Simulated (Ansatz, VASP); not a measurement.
MgO in VASP and in Ansatz

Contents of INCAR:

```
SYSTEM = MgO
ALGO     = Normal         ! electronic algorithm
EDIFF    = 1E-7           ! SCF threshold, eV
ENCUT    = 520            ! plane-wave cutoff, eV
GGA      = PE             ! functional
ISIF     = 2              ! what is computed and relaxed
ISMEAR   = 0              ! smearing method
LASPH    = .TRUE.         ! aspherical terms in the spheres
LCHARG   = .TRUE.         ! write CHGCAR
LELF     = .TRUE.         ! ELF
LREAL    = .FALSE.        ! projectors in reciprocal space
LVHAR    = .TRUE.       
LWAVE    = .FALSE.        ! write WAVECAR
NBANDS   = 16             ! bands
NELM     = 100            ! most SCF steps
PREC     = Accurate       ! precision mode
SIGMA    = 0.05           ! smearing width, eV
```

Contents of KPOINTS:

```
k-points
0
G
  9 9 6
  0 0 0
```

POSCAR

```
MgO
1.0
    3.3924438902      0.0000000000      0.0000000000
   -1.6962219451      2.9379425898      0.0000000000
    0.0000000000      0.0000000000      4.8912256008
Mg O
2 2
Direct
    0.3333333333      0.6666666667     -0.0229692219
    0.6666666667      0.3333333333      0.4770307781
    0.3333333333      0.6666666667      0.3982811987
    0.6666666667      0.3333333333      0.8982811987
```

Input for Ansatz:

```yaml
crystal:
  lattice:
    - [3.3924438902, 0.0, 0.0]
    - [-1.6962219451, 2.9379425898, 0.0]
    - [0.0, 0.0, 4.8912256008]
  atoms:
    - { symbol: Mg, position: [0.3333333333, 0.6666666667, -0.0229692219] }
    - { symbol: Mg, position: [0.6666666667, 0.3333333333, 0.4770307781] }
    - { symbol: O, position: [0.3333333333, 0.6666666667, 0.3982811987] }
    - { symbol: O, position: [0.6666666667, 0.3333333333, 0.8982811987] }
basis:
  ecutwfc: 520.0
kpoints:
  mp_grid: { grid: [9, 9, 6] }
hamiltonian:
  xc: pbe
  pseudopotentials: { kind: paw, azcp: { folder: soft_1 } }
scf:
  occupations: { method: gaussian, width: 0.05 }
output:
  forces: true
  stress: true
  eigenvalues: true
  write_density: true
  write_potential: true
  elf: true
  volumetric_format: npy
```

Alike in both runs: task single point; functional PBE; k mesh 9 × 9 × 6; occupations gaussian, width 0.05 eV; no spin polarisation.

|  | VASP | Ansatz |
| --- | --- | --- |
| version | VASP 6.6.1 | Ansatz 0.2.0 |
| potentials or method | VASP PAW PBE potentials, release 64 (Mg, O), cutoff 520 eV | scalar-relativistic, plane waves, PAW |
| valence electrons in the cell | 16 | 32 |

Ansatz gave:

```
gap on the k mesh at the Fermi level (eV)                     : 3.11
least direct gap on the mesh (eV)                             : 3.11
pressure (GPa)                                                : -1.8
traceless stress, the component that is largest in VASP (GPa) : -0.74
rms of the force components (eV/Å)                            : 0.089
```

What did VASP give for the same quantities?

gap on the k mesh at the Fermi level (eV): 3.08; least direct gap on the mesh (eV): 3.08; pressure (GPa): -2.3; traceless stress, the component that is largest in VASP (GPa): -0.72; rms of the force components (eV/Å): 0.092.

Atom by atom the forces differ by 0.002 eV/Å (rms over components). With one functional, cell and mesh, what is left measures potentials, basis and numerics. VASP's potentials hold 16 valence electrons a cell and Ansatz's 32, so a difference there can come from the potentials and not from the codes.
